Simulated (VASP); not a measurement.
A run of VASP 6.6.1 is set up as follows.

The input INCAR:

```
PREC = Accurate ; ENCUT = 600
EDIFF = 1E-6 ; ISMEAR = 0
SIGMA = 0.1 ; LREAL = F
LASPH = T ; NELM = 80
ALGO = Normal ; ISIF = 3
LWAVE = F ; LCHARG = F
GGA = PE ; IBRION = 2
NSW = 100 ; EDIFFG = -0.01
```

File KPOINTS:

```
regular mesh
0
Gamma
  10 10 6
```

The input POSCAR:

```
ScAl2P3
1.0
    3.6241442575      0.0000000000      0.0000000000
    0.0000000000      3.6241442575      0.0000000000
    0.0000000000      0.0000000000      7.6821826395
Sc Al P
1 2 3
Direct
    0.0000000000      0.0000000000      0.0000000000
    0.0000000000      0.5000000000      0.6500807708
    0.5000000000      0.0000000000      0.3499192292
    0.0000000000      0.5000000000      0.3225716504
    0.5000000000      0.0000000000      0.6774283496
    0.5000000000      0.5000000000      0.0000000000
```

Potentials or basis: VASP PAW PBE potentials, release 64 (Sc_sv, Al, P).

Command:

```console
$ cat potpaw_PBE.64/Sc_sv/POTCAR potpaw_PBE.64/Al/POTCAR potpaw_PBE.64/P/POTCAR > POTCAR
$ mpirun -np 1 vasp_std > vasp.out
```

Problem. Estimate the space group after relaxing (to 0.05 Å).

Solution. P-4m2 (No. 115).

Problem. Estimate the band gap on the k mesh.

Solution. Zero (band 16 reaches 8.18 eV, above the bottom of band 17 at 5.72 eV).

Problem. What does it give for the relaxed cell?

Solution. a = 3.612 Å, b = 3.612 Å, c = 7.775 Å, α = 90.00°, β = 90.00°, γ = 90.00°.

Forces on the atoms (eV/Å):
```
Sc   0.000  0.000  0.000
Al   0.000  0.000 -0.008
Al   0.000  0.000  0.008
P    0.000  0.000 -0.004
P    0.000  0.000  0.004
P    0.000  0.000  0.000
```
